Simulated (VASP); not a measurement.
# SnO (P4/nmm) in VASP: single point with LDA

Aim: the single point of SnO with LDA.

Everything below comes from runs of VASP 6.6.1. Logs are shortened: lines on timing, memory, paths and dates and some standing lists are left out, and cuts for length are marked.

### Step 1. The cell of the first run

The structure is tetragonal, space group P4/nmm (No. 129). Conventional cell: a = 3.765 Å, b = 3.765 Å, c = 4.652 Å, α = 90.00°, β = 90.00°, γ = 90.00°. Within 2.9 Å of Sn (site symmetry 4mm) lie 4 O at 2.20 Å. Within 2.9 Å of O (site symmetry -4m2) lie 4 Sn at 2.20 Å and 4 O at 2.66 Å.

### Step 2. Single point, LDA

INCAR reads:

```
SYSTEM = SnO
PREC = Accurate
ENCUT = 520
EDIFF = 1E-6
ISMEAR = -1
SIGMA = 0.1
LREAL = .FALSE.
LASPH = .TRUE.
NELM = 100
ALGO = Normal
ISIF = 2
LWAVE = .FALSE.
LCHARG = .FALSE.
GGA = CA
NBANDS = 28
```

KPOINTS reads:

```
regular mesh
0
G
  10 10 8
  0 0 0
```

POSCAR reads:

```
SnO
1.0
    3.7651715388      0.0000000000      0.0000000000
    0.0000000000      3.7651715388      0.0000000000
    0.0000000000      0.0000000000      4.6522206184
Sn O
2 2
Direct
    0.5000000000      0.0000000000      0.2462649240
    0.0000000000      0.5000000000      0.7537350760
    0.0000000000      0.0000000000      0.0000000000
    0.5000000000      0.5000000000      0.0000000000
```

Potentials or basis: VASP PAW LDA potentials, release 64 (Sn_d, O).

The run is started by

```
$ cat potpaw_LDA.64/Sn_d/POTCAR potpaw_LDA.64/O/POTCAR > POTCAR
$ mpirun -np 1 vasp_std > vasp.out
```

OUTCAR:

```text
SYSTEM = SnO
   PREC = Accurate
   ENCUT = 520
   EDIFF = 1E-6
   ISMEAR = -1
   LREAL = .FALSE.
   LASPH = .TRUE.
   NELM = 100
   ISIF = 2
   GGA = CA

 ion  position               nearest neighbor table
   1  0.500  0.000  0.246-   3 2.20   4 2.20   4 2.20   3 2.20   2 3.51   2 3.51   2 3.51   2 3.51
                             2 3.56   2 3.56   2 3.56   2 3.56
   2  0.000  0.500  0.754-   3 2.20   4 2.20   3 2.20   4 2.20   1 3.51   1 3.51   1 3.51   1 3.51
                             1 3.56   1 3.56   1 3.56   1 3.56
   3  0.000  0.000  0.000-   1 2.20   2 2.20   2 2.20   1 2.20
   4  0.500  0.500  0.000-   1 2.20   2 2.20   1 2.20   2 2.20

  LATTYP: Found a simple tetragonal cell.
 ALAT       =     3.7651715388
 C/A-ratio  =     1.2355932712

  Lattice vectors:

 A1 = (   3.7651715388,   0.0000000000,   0.0000000000)
 A2 = (   0.0000000000,   3.7651715388,   0.0000000000)
 A3 = (   0.0000000000,   0.0000000000,   4.6522206184)

Analysis of symmetry for initial positions (statically):
=====================================================================
 Subroutine PRICEL returns:
 Original cell was already a primitive cell.

 Routine SETGRP: Setting up the symmetry group for a
 simple tetragonal supercell.

 Subroutine GETGRP returns: Found 16 space group operations
 (whereof  8 operations were pure point group operations)
 out of a pool of 16 trial point group operations.

The static configuration has the point symmetry D_2d.
 The point group associated with its full space group is D_4h.

Analysis of symmetry for dynamics (positions and initial velocities):
=====================================================================
 Subroutine PRICEL returns:
 Original cell was already a primitive cell.

 Routine SETGRP: Setting up the symmetry group for a
 simple tetragonal supercell.

 Subroutine GETGRP returns: Found 16 space group operations
 (whereof  8 operations were pure point group operations)
 out of a pool of 16 trial point group operations.

The dynamic configuration has the point symmetry D_2d.
 The point group associated with its full space group is D_4h.

 Subroutine INISYM returns: Found 16 space group operations
 (whereof  8 operations are pure point group operations),
 and found     1 'primitive' translations

----------------------------------------------------------------------------------------

                                     Primitive cell

  volume of cell :      65.9523

  direct lattice vectors                    reciprocal lattice vectors
     3.765171539  0.000000000  0.000000000     0.265592149  0.000000000  0.000000000
     0.000000000  3.765171539  0.000000000     0.000000000  0.265592149  0.000000000
     0.000000000  0.000000000  4.652220618     0.000000000  0.000000000  0.214951113

  length of vectors
     3.765171539  3.765171539  4.652220618     0.265592149  0.265592149  0.214951113

  position of ions in fractional coordinates (direct lattice)
     0.500000000  0.000000000  0.246264924
     0.000000000  0.500000000  0.753735076
     0.000000000  0.000000000  0.000000000
     0.500000000  0.500000000  0.000000000

  ion indices of the primitive-cell ions
   primitive index   ion index
                 1           1
                 2           2
                 3           3
                 4           4

----------------------------------------------------------------------------------------

 KPOINTS: regular mesh

Automatic generation of k-mesh.
 Grid dimensions read from file:
 generate k-points for:   10   10    8

 Generating k-lattice:

  Cartesian coordinates                     Fractional coordinates (reciprocal lattice)
     0.026559215  0.000000000  0.000000000     0.100000000  0.000000000  0.000000000
     0.000000000  0.026559215  0.000000000     0.000000000  0.100000000  0.000000000
     0.000000000  0.000000000  0.026868889     0.000000000  0.000000000  0.125000000

  Length of vectors
     0.026559215  0.026559215  0.026868889

  Shift w.r.t. Gamma in fractional coordinates (k-lattice)
     0.000000000  0.000000000  0.000000000

 Subroutine IBZKPT returns following result:
 ===========================================

 Found    105 irreducible k-points:

 Following reciprocal coordinates:
            Coordinates               Weight
  0.000000  0.000000  0.000000      1.000000
  0.100000  0.000000  0.000000      4.000000
  0.200000  0.000000  0.000000      4.000000
  0.300000  0.000000  0.000000      4.000000
  0.400000  0.000000  0.000000      4.000000
  0.500000  0.000000  0.000000      2.000000
[... 16 lines left out ...]
  0.100000  0.000000  0.125000      8.000000
  0.200000  0.000000  0.125000      8.000000
 [... further k-points ...]
   k-points           NKPTS =    105   k-points in BZ     NKDIM =    105   number of bands    NBANDS=     28
   number of dos      NEDOS =    301   number of ions     NIONS =      4
   total plane-waves  NPLWV =  28224
   dimension x,y,z NGX =    28 NGY =   28 NGZ =   36
   dimension x,y,z NGXF=    56 NGYF=   56 NGZF=   72
   ions per type =               2   2
   NGX,Y,Z   is equivalent  to a cutoff of  12.36, 12.36, 12.86 a.u.
   NGXF,Y,Z  is equivalent  to a cutoff of  24.73, 24.73, 25.73 a.u.
 SYSTEM =  SnO
   PREC   = accura    normal or accurate (medium, high low for compatibility)
   ISTART =      0    job   : 0-new  1-cont  2-samecut
   ICHARG =      2    charge: 1-file 2-atom 10-const
   ISPIN  =      1    spin polarized calculation?
   LNONCOLLINEAR =      F non collinear calculations
   LSORBIT =      F    spin-orbit coupling
   LASPH  =      T    aspherical Exc in radial PAW
   ENCUT  =  520.0 eV  38.22 Ry    6.18 a.u.   7.00  7.00  8.65*2*pi/ulx,y,z
   NELM   =    100;   NELMIN=  2; NELMDL= -5     # of ELM steps
   EDIFF  = 0.1E-05   stopping-criterion for ELM
   LREAL  =      F    real-space projection
   EDIFFG = 0.1E-04   stopping-criterion for IOM
   NSW    =      0    number of steps for IOM
   IBRION =     -1    ionic relax: 0-MD 1-quasi-New 2-CG
   NFREE  =      0    steps in history (QN), initial steepest desc. (CG)
   ISIF   =      2    stress and relaxation
   ISYM   =      2    0-nonsym 1-usesym 2-fastsym
   POTIM  = 0.5000    time-step for ionic-motion
   TEBEG  =    0.0;   TEEND  =   0.0 temperature during run
   PSTRESS=    0.0 pullay stress
   NELECT =      40.0000    total number of electrons
   NUPDOWN=      -1.0000    fix difference up-down
   EMIN   =  10.00;   EMAX   =-10.00  energy-range for DOS
   EFERMI =   0.00;   METHOD = LEGACY
   ISMEAR =    -1;   SIGMA  =   0.10  broadening in eV -4-tet -1-fermi 0-gaus
   EFERMI_NEDOS =   21; number of points for ismear=-14 and -15
   IALGO  =     38    algorithm
   IMIX   =      4    mixing-type and parameters
     AMIX     =   0.40;   BMIX     =  1.00
     AMIX_MAG =   1.60;   BMIX_MAG =  1.00
  volume/ion in A,a.u.               =      16.49       111.27
  Fermi-wavevector in a.u.,A,eV,Ry     =   1.385750  2.618688 26.127309  1.920303
  Thomas-Fermi vector in A             =   2.510131
   LORBIT       =      0    0 simple, 1 ext, 2 COOP (PROOUT), +10 PAW based schemes
   GGA     = CA    functional components
   LHFCALC =     F    Hartree Fock is set to
   AEXX    =    0.0000 exact exchange contribution
   IVDW    =     0    specifies the selected vdW correction
   LEPSILON=     F    determine dielectric tensor
   LRPA    =     F    only Hartree local field effects (RPA)
 non-spin polarized calculation
  energy-cutoff  :      520.00
  volume of cell :       65.95
 maximum number of plane-waves:      1806
   NGX = 15   NGY = 15   NGZ = 17

 number of electron      40.0000013 magnetization

 Free energy of the ion-electron system (eV)
  ---------------------------------------------------
  ext. energy  EPLUGINS =         0.00000000
  ---------------------------------------------------
  free energy    TOTEN  =       -25.73489849 eV

  energy without entropy =      -25.72733464  energy(sigma->0) =      -25.73111656

 E-fermi :   7.7246     XC(G=0): -11.0008

 val. band max:        7.6826072299   @ k =   0.5000   0.5000   0.1250
 cond. band min:       7.8597433181   @ k =   0.4000   0.4000   0.0000
 fundamental gap:      0.1771360882
 Fermi energy:         7.7245502253

 k-point     1 :       0.0000    0.0000    0.0000
  band No.  band energies     occupation
      1     -14.4033      2.00000
      2     -13.9333      2.00000
      3     -13.9333      2.00000
      4     -13.9142      2.00000
      5     -13.8702      2.00000
      6     -13.8639      2.00000
[... 20 lines left out ...]
     27      14.2894      0.00000
     28      14.6091      0.00000

 k-point     2 :       0.1000    0.0000    0.0000
  band No.  band energies     occupation
      1     -14.3973      2.00000
      2     -13.9310      2.00000
      3     -13.9297      2.00000
      4     -13.9129      2.00000
      5     -13.8654      2.00000
      6     -13.8644      2.00000
[... 20 lines left out ...]
     27      14.4248      0.00000
     28      15.4634      0.00000

 k-point     3 :       0.2000    0.0000    0.0000
  band No.  band energies     occupation
      1     -14.3804      2.00000
      2     -13.9725      2.00000
      3     -13.9238      2.00000
      4     -13.9193      2.00000
      5     -13.8841      2.00000
      6     -13.8657      2.00000
[... 20 lines left out ...]
     27      14.6084      0.00000
     28      17.1150      0.00000

 k-point     4 :       0.3000    0.0000    0.0000
  band No.  band energies     occupation
      1     -14.3539      2.00000
      2     -14.0862      2.00000
      3     -13.9118      2.00000
      4     -13.9038      2.00000
      5     -13.8772      2.00000
      6     -13.8667      2.00000
[... 578 lines left out ...]
     27      14.2683      0.00000
     28      14.7418      0.00000

 k-point    23 :       0.1000    0.0000    0.1250
  band No.  band energies     occupation
      1     -14.3938      2.00000
      2     -13.9303      2.00000
      3     -13.9261      2.00000
      4     -13.9142      2.00000
      5     -13.8647      2.00000
      6     -13.8611      2.00000
[... 20 lines left out ...]
     27      14.4833      0.00000
     28      15.5358      0.00000

 k-point    24 :       0.2000    0.0000    0.1250
  band No.  band energies     occupation
      1     -14.3781      2.00000
      2     -13.9841      2.00000
      3     -13.9196      2.00000
      4     -13.9137      2.00000
      5     -13.8867      2.00000
      6     -13.8607      2.00000
[... 20 lines left out ...]
     27      14.7826      0.00000
     28      17.0966      0.00000

 [... further k-points ...]

------------------------ aborting loop because EDIFF is reached ----------------------------------------

  FORCE on cell =-STRESS in cart. coord.  units (eV):
  Direction    XX          YY          ZZ          XY          YZ          ZX
  --------------------------------------------------------------------------------------
  -------------------------------------------------------------------------------------
  Total        0.1399845      0.1399845      0.1502768      0.0000000     -0.0000000      0.0000000
  in kB        3.4006393      3.4006393      3.6506698      0.0000000     -0.0000000      0.0000000
  external PRESSURE =       3.4839828 kB  Pullay stress =       0.0000000 kB

 VOLUME and BASIS-vectors are now :
 -----------------------------------------------------------------------------
  energy-cutoff  :      520.00
  volume of cell :       65.95
      direct lattice vectors                 reciprocal lattice vectors
     3.765171539  0.000000000  0.000000000     0.265592149  0.000000000  0.000000000
     0.000000000  3.765171539  0.000000000     0.000000000  0.265592149  0.000000000
     0.000000000  0.000000000  4.652220618     0.000000000  0.000000000  0.214951113

 POSITION                                       TOTAL-FORCE (eV/Angst)
 -----------------------------------------------------------------------------------
      1.88259      0.00000      1.14568         0.000000      0.000000      0.116986
      0.00000      1.88259      3.50654        -0.000000      0.000000     -0.116986
      0.00000      0.00000      0.00000         0.000000      0.000000     -0.000000
      1.88259      1.88259      0.00000         0.000000     -0.000000     -0.000000
 -----------------------------------------------------------------------------------
    total drift:                                0.000000      0.000000      0.000000

  FREE ENERGIE OF THE ION-ELECTRON SYSTEM (eV)
  ---------------------------------------------------
  free  energy   TOTEN  =       -25.7348984927 eV

  energy  without entropy=      -25.7273346363  energy(sigma->0) =      -25.73111656
```

Wall time 2.5 min (1 thread of AMD EPYC 7R13 (Zen 3), shared host); peak memory 0.23 GiB.

What came out:

| Property | Result |
| --- | --- |
| Free energy | -25.7349 eV |
| Pressure | 0.3 GPa |
| Largest force | 0.117 eV/Å |
| Band gap on the k mesh | zero (band 20 reaches 7.65 eV, above the bottom of band 21 at 7.42 eV) |

Forces on the atoms (eV/Å):
```
Sn   0.000  0.000  0.117
Sn   0.000  0.000 -0.117
O    0.000  0.000  0.000
O    0.000  0.000  0.000
```

Levels at points of the mesh, in eV from the Fermi level:
```csv
k point,band 16,band 17,band 18,band 19,band 20,band 21,band 22,band 23,band 24,band 25
"(0.00, 0.00, 0.00)",-6.70,-3.75,-3.44,-3.44,-0.10,2.19,4.41,4.41,4.55,5.76
"(0.50, 0.00, 0.00)",-5.35,-5.20,-5.20,-3.03,-3.03,3.27,3.27,5.76,5.76,6.14
"(0.50, 0.50, 0.00)",-5.48,-2.75,-2.75,-2.04,-2.04,-0.31,-0.31,4.34,4.34,7.56
"(0.00, 0.00, 0.50)",-3.84,-3.46,-3.46,-2.88,-2.41,1.44,2.53,2.53,3.46,7.97
"(0.50, 0.00, 0.50)",-5.89,-5.15,-5.15,-1.91,-1.91,2.67,2.67,5.16,5.16,6.76
"(0.50, 0.50, 0.50)",-6.08,-3.04,-3.04,-2.75,-2.75,2.14,2.14,4.25,4.25,5.59
```

Caveat: spin-orbit coupling is left out, which moves the levels of the heavy elements.
